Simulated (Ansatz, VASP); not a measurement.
**One calculation of CdI2, two programs**

INCAR

```
SYSTEM = CdI2
  PREC = Accurate
  ENCUT = 400
  EDIFF = 1E-8
  ISMEAR = -1
  SIGMA = 0.03
  LREAL = .FALSE.
  LASPH = .TRUE.
  NELM = 120
  ALGO = Normal
  ISIF = 2
  LWAVE = .FALSE.
  LCHARG = .FALSE.
  GGA = PS
  LEFG = .TRUE.
  NBANDS = 20
  GGA_COMPAT = .FALSE.
```

KPOINTS

```
regular mesh
0
G
  8 8 5
  0 0 0
```

The input POSCAR:

```
CdI2
1.0
    4.2998477142      0.0000000000      0.0000000000
   -2.1499238570      3.7237773528      0.0000000000
    0.0000000000      0.0000000000      6.9492603508
Cd I
1 2
Direct
    0.0000000000      0.0000000000      0.0000000000
    0.3333333333      0.6666666667      0.2492000000
    0.6666666667      0.3333333333      0.7508000000
```

Input for Ansatz:

```yaml
crystal:
  lattice:
    - [4.2998477142, 0.0, 0.0]
    - [-2.149923857, 3.7237773528, 0.0]
    - [0.0, 0.0, 6.9492603508]
  atoms:
    - { symbol: Cd, position: [0.0, 0.0, 0.0] }
    - { symbol: I, position: [0.3333333333, 0.6666666667, 0.2492] }
    - { symbol: I, position: [0.6666666667, 0.3333333333, 0.7508] }
kpoints:
  mp_grid: { grid: [8, 8, 5] }
scf:
  occupations: { method: fermi_dirac, width: 0.03 }
hamiltonian:
  xc: pbesol
  pseudopotentials: { kind: all_electron, datasets: crystal }
output:
  forces: true
  stress: true
  eigenvalues: true
  efg: { contact_densities: true }
```

Change from the starting cell: volume scaled by 1.04, crystal datasets.

Alike in both runs: task electric field gradients; functional PBEsol; k mesh 8 × 8 × 5; occupations fermi-dirac, width 0.03 eV; no spin polarisation.

|  | VASP | Ansatz |
| --- | --- | --- |
| version | VASP 6.6.1 | Ansatz 0.2.0 |
| potentials or method | VASP PAW PBE potentials, release 64 (Cd, I), cutoff 400 eV | all-electron PAW with datasets made for the crystal, scalar-relativistic |

```csv
,VASP,Ansatz,Ansatz less VASP
gap on the k mesh at the Fermi level (eV),2.23,2.24,+0.011
pressure (GPa),-1.6,-1.6,+0.08
"traceless stress, the component that is largest in VASP (GPa)",0.14,0.15,+0.007
rms of the force components (eV/Å),0.128,0.138,+0.0100
size of Vzz on the site where it differs most (V/Å²),55.4,56.8,+1.47
```

VASP's potentials were made for PBE, not for PBEsol. Atom by atom the forces differ by 0.010 eV/Å (rms over components). Ansatz ran all-electron here, and VASP with PAW potentials.

Neither program's run includes spin-orbit coupling.
